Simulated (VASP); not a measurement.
# NaHF2: single point with LDA

NaHF2:

```xyz
4
Lattice="1.7284 0.9979 4.6853 -1.7284 0.9979 4.6853 0.0000 -1.9958 4.6853" Properties=species:S:1:pos:R:3 pbc="T T T"
Na    0.0000    0.0000    0.0000
H     0.0000    0.0000    7.0279
F     0.0000    0.0000    5.7629
F     0.0000    0.0000    8.2929
```

This cell differs from its parent crystal: zz strain of +1 %.

| Item | Value |
| --- | --- |
| Program | VASP 6.6.1 |
| Task | single point |
| Functional | LDA |
| Potentials or basis | VASP PAW LDA potentials, release 64 (Na_pv, H, F) |
| Cutoff | 520 eV |
| k mesh | 10 × 10 × 10 |
| Occupations | fermi-dirac, width 0.02 eV |
| Spin | no spin polarisation |
| Dipole correction | no |
| Further INCAR settings | ALGO = Normal; EDIFF = 1e-06; NBANDS = 19 |

```
Pressure               : -7.6 GPa
Largest force          : 2.239 eV/Å
Band gap on the k mesh : 6.26 eV (least direct gap 6.55 eV)
```

Forces in eV/Å, atoms in the order of the input:
```
Na   0.000  0.000  0.000
H    0.000  0.000  0.000
F    0.000  0.000  2.239
F    0.000  0.000 -2.239
```

Stress tensor (GPa, compression positive):
```
 -1.76   0.00   0.00
  0.00  -1.76   0.00
  0.00   0.00 -19.39
```

Levels at points of the mesh, in eV from the valence-band top:
```tsv
k point	band 8	band 9	band 10	band 11	band 12	band 13	band 14	band 15
(0.00, 0.00, 0.00)	-0.32	-0.32	-0.29	-0.29	6.26	12.70	13.78	15.17
(0.50, 0.00, 0.00)	-0.56	-0.47	-0.45	-0.41	9.92	11.13	14.69	15.12
(0.50, 0.50, 0.00)	-0.93	-0.71	-0.59	-0.13	10.80	11.25	13.35	13.70
(0.50, 0.50, 0.50)	-0.59	-0.59	0.00	0.00	7.98	9.70	13.41	19.03
```

Run time: 2.5 min on 1 thread of Oxide Virtual Turin-like Processor (shared host), peak memory 0.21 GiB.

Caveat: the cell differs from its parent crystal (zz strain of +1 %); the stress differs along the axes, from -19 to -2 GPa; forces of over 1 eV/Å act on the atoms, so gaps and moduli don't describe the material at rest. A k mesh can miss the band edges.
